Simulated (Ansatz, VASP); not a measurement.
## One calculation of BN, two programs

```
B N
1.0
     2.50084    0.00000    0.00000
    -1.25042    2.16579    0.00000
     0.00000    0.00000    6.89312
B N
2 2
Direct
  0.33333 0.66667 0.25000
  0.66667 0.33333 0.75000
  0.66667 0.33333 0.25000
  0.33333 0.66667 0.75000
```

Alike in both runs: task single point; functional PBE0; k mesh 9 × 9 × 4; no spin polarisation.

```csv
,VASP,Ansatz
version,VASP 6.6.1,Ansatz 0.2.0
potentials or method,"VASP PAW PBE potentials, release 64 (B, N)","plane waves, PAW"
plane-wave cutoff (eV),520,420
occupations,"gaussian, width 0.01 eV",fixed
valence electrons in the cell,16,16
```

VASP gave:

```
gap on the k mesh at the Fermi level (eV)                     : 6.53
pressure (GPa)                                                : -0.9
traceless stress, the component that is largest in VASP (GPa) : 2.01
```

Q: Which values does Ansatz return?

A: gap on the k mesh at the Fermi level (eV): 6.53; pressure (GPa): -1.1; traceless stress, the component that is largest in VASP (GPa): 2.40.

Ansatz's warnings: stress exchange threshold loose, stress scf threshold loose.
